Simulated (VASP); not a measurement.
## Ti3Se: single point with PBEsol

Crystal: Ti3Se.

```
Se Ti
1.0
     3.19745    0.00000    0.00000
    -1.59872    2.76907    0.00000
     0.00000    0.00000    7.94275
Se Ti
1 3
Direct
  0.00000 0.00000 0.00000
  0.66667 0.33333 0.50000
  0.33333 0.66667 0.77290
  0.33333 0.66667 0.22710
```

| Quantity | Value |
| --- | --- |
| Program | VASP 6.6.1 |
| Task | single point |
| Functional | PBEsol |
| Potentials or basis | VASP PAW PBE potentials, release 64 (Se, Ti_sv) |
| Cutoff | 520 eV |
| k mesh | 10 × 10 × 4 |
| Occupations | fermi-dirac, width 0.05 eV |
| Spin | no spin polarisation |

```json
{
 "Pressure": "-4.4 GPa",
 "Largest force": "0.071 eV/Å",
 "Band gap on the k mesh": "zero (bands 21 and 22 overlap by 0.56 eV)"
}
```

Forces on the atoms (eV/Å):
```
Se   0.000  0.000  0.000
Ti   0.000  0.000  0.000
Ti   0.000  0.000  0.071
Ti   0.000  0.000 -0.071
```

Stress tensor (GPa, compression positive):
```
-4.24  0.00  0.00
 0.00 -4.24  0.00
 0.00  0.00 -4.60
```

Levels at points of the mesh, in eV from the Fermi level:
```
           k point  band 19  band 20  band 21  band 22  band 23  band 24
(0.00, 0.00, 0.00)    -0.15     0.16     0.16     0.30     0.30     0.93
(0.50, 0.00, 0.00)    -1.57    -0.65    -0.45     0.20     0.81     0.83
(0.00, 0.00, 0.50)    -0.62     0.40     0.40     0.57     0.61     0.61
(0.50, 0.00, 0.50)    -1.51    -0.90    -0.86     0.60     0.85     1.00
```

Wall time 70 s on 1 thread of Intel(R) Xeon(R) Platinum 8259CL CPU @ 2.50GHz (Skylake/Cascade Lake) (shared host), peak memory 0.22 GiB.

Caveat: the cell stands under tension; the PAW data sets were made with another functional, which shifts forces and pressure a little.
